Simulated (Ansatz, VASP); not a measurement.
**Sb in VASP and in Ansatz**

Contents of INCAR:

```
PREC     = Accurate       # precision mode
ENCUT    = 600            # plane-wave cutoff, eV
EDIFF    = 1E-6           # SCF threshold, eV
ISMEAR   = -1             # smearing method
SIGMA    = 0.15           # smearing width, eV
LREAL    = False          # projectors in reciprocal space
LASPH    = True           # aspherical terms in the spheres
NELM     = 80             # most SCF steps
ALGO     = Normal         # electronic algorithm
ISIF     = 3              # what is computed and relaxed
LWAVE    = False          # write WAVECAR
LCHARG   = False          # write CHGCAR
GGA      = PE             # functional
IBRION   = 2              # ionic algorithm
NSW      = 80             # ionic steps
EDIFFG   = -0.001         # ionic threshold
```

The input KPOINTS:

```
regular mesh
0
Gamma
  20 20 20
```

Contents of POSCAR:

```
Sb
1.0
    3.1096325701      0.0000000000      0.0000000000
    0.0000000000      3.1096325701      0.0000000000
    0.0000000000      0.0000000000      3.1096325701
Sb
1
Direct
    0.5000000000      0.5000000000      0.5000000000
```

Input for Ansatz:

```yaml
crystal:
  lattice:
    - [3.1096325701, 0.0, 0.0]
    - [0.0, 3.1096325701, 0.0]
    - [0.0, 0.0, 3.1096325701]
  atoms:
    - { symbol: Sb, position: [0.5, 0.5, 0.5] }
basis:
  ecutwfc: 420
kpoints:
  mp_grid: { grid: [20, 20, 20] }
hamiltonian:
  xc: pbe
scf:
  occupations: { method: fermi_dirac, width: 0.15 }
output:
  forces: true
  stress: true
  eigenvalues: true
relax:
  adjacent_minimum: "off"
  f_tol: 0.001
  max_steps: 60
  cell: { stress_tol: 0.01 }
```

Alike in both runs: task relaxation of cell and atoms; functional PBE; k mesh 20 × 20 × 20; occupations fermi-dirac, width 0.15 eV; no spin polarisation.

```csv
,VASP,Ansatz
version,VASP 6.6.1,Ansatz 0.2.0
potentials or method,"VASP PAW PBE potentials, release 64 (Sb), cutoff 600 eV","scalar-relativistic, plane waves, PAW"
valence electrons in the cell,5,15
```

```csv
,VASP,Ansatz,Ansatz less VASP
"gap on the k mesh at the Fermi level, each at its own relaxed structure (eV)",none,none,-
relaxed volume (Å³/atom),30.07,30.09,+0.018
relaxed length of the cell vector where the two differ most in proportion (Å),3.110,3.110,+0.0006
```

A gap of «none» marks a metal or a gap that the smearing closes. VASP's potentials hold 5 valence electrons a cell and Ansatz's 15, so a difference there can come from the potentials and not from the codes.

Spin-orbit coupling is off throughout.
